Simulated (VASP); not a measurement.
A run of VASP 6.6.1 is set up as follows.

File INCAR:

```
SYSTEM = Bi
  PREC = Accurate
  ENCUT = 520
  EDIFF = 1E-6
  ISMEAR = -1
  SIGMA = 0.05
  LREAL = .False.
  LASPH = .True.
  NELM = 60
  ALGO = Fast
  ISIF = 2
  LWAVE = .False.
  LCHARG = .False.
  NBANDS = 22
```

KPOINTS

```
Automatic mesh
0
Gamma
  8 8 4
  0 0 0
```

The input POSCAR:

```
Bi
1.0
    3.2598230713      0.0000000000      0.0000000000
    0.0000000000      3.2429793280      0.0000000000
   -0.0809877086      0.0000000000      6.4865647921
Bi
2
Direct
    0.5442472500      0.0000000000      0.7495778900
    0.4557527500      0.0000000000      0.2504221100
```

Potentials or basis: VASP PAW LDA potentials, release 64 (Bi_d).

Run with:

```bash
$ cat potpaw_LDA.64/Bi_d/POTCAR > POTCAR
$ mpirun -np 1 vasp_std > vasp.out
```

Q: What does it give for the pressure?

A: -2.6 GPa.

Q: Estimate the largest force.

A: 0.022 eV/Å.

Q: What does it give for the band gap on the k mesh?

A: Zero (band 15 reaches 10.13 eV, above the bottom of band 16 at 3.99 eV).

Stress tensor (GPa, compression positive):
```
-2.77  0.00 -0.07
 0.00 -2.07  0.00
-0.07  0.00 -2.98
```

Caveat: spin-orbit coupling is left out, which moves the levels of the heavy elements.
